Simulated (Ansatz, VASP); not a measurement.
One calculation of Sn2PbO3, two programs

```
Sn Pb O
1.0
     3.92441    0.00000    0.00000
     0.00000    3.92441    0.00000
     0.00000    0.00000   15.87440
Sn Pb O
4 2 6
Direct
  0.50000 0.00000 0.58747
  0.50000 0.00000 0.92799
  0.00000 0.50000 0.07201
  0.00000 0.50000 0.41253
  0.00000 0.50000 0.73744
  0.50000 0.00000 0.26256
  0.50000 0.50000 0.65892
  0.00000 0.00000 0.65892
  0.50000 0.50000 0.00000
  0.00000 0.00000 0.00000
  0.00000 0.00000 0.34108
  0.50000 0.50000 0.34108
```

Alike in both runs: functional PBE; k mesh 10 × 10 × 4; occupations gaussian, width 0.02 eV; no spin polarisation.

Ansatz relaxed the structure, and its values are those at the end. VASP's run is a single point on that final structure, the one shown.

|  | VASP | Ansatz |
| --- | --- | --- |
| version | VASP 6.6.1 | Ansatz 0.2.0 |
| potentials or method | VASP PAW PBE potentials, release 64 (Sn_d, Pb_d, O), cutoff 600 eV | scalar-relativistic, plane waves, PAW |
| valence electrons in the cell | 120 | 120 |

|  | VASP | Ansatz | Ansatz less VASP |
| --- | --- | --- | --- |
| gap on the k mesh at the Fermi level (eV) | 0.68 | 0.68 | +0.002 |
| least direct gap on the mesh (eV) | 1.23 | 1.27 | +0.039 |
| pressure (GPa) | 0.1 | 0.0 | -0.07 |
| rms of the force components (eV/Å) | 0.025 | 0.001 | -0.0240 |

With one functional, cell and mesh, what is left measures potentials, basis and numerics.

Neither program's run includes spin-orbit coupling.
